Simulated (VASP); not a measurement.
MgO, 8 atoms in the cell. The typed cell holds 8 atoms: a = 3.517 Å, b = 4.240 Å, c = 6.102 Å, α = 89.96°, β = 89.92°, γ = 90.00°. 

```yaml
Program: VASP 6.6.1
Task: single point
Functional: PBE
Potentials_or_basis: VASP PAW PBE potentials, release 64 (Mg, O)
Cutoff: 520 eV
k_mesh: 4 × 4 × 2
Occupations: gaussian, width 0.1 eV
Spin: no spin polarisation
Dipole_correction: no
Further_INCAR_settings: ALGO = Normal; EDIFF = 1e-06; NBANDS = 26
```

Potentials or basis: VASP PAW PBE potentials, release 64 (Mg, O).

Command:

```sh
$ cat potpaw_PBE.64/Mg/POTCAR potpaw_PBE.64/O/POTCAR > POTCAR
$ mpirun -np 1 vasp_std > vasp.out
```

Hardware: 1 thread of Intel(R) Xeon(R) 6975P-C (Granite Rapids), on a shared host.

Problem. How long does it take, and how much memory?

Solution. It took 23 s on 1 thread of Intel(R) Xeon(R) 6975P-C (Granite Rapids) (shared host), peak memory 0.2 GiB. Counts: scf iterations 14, k points 20.
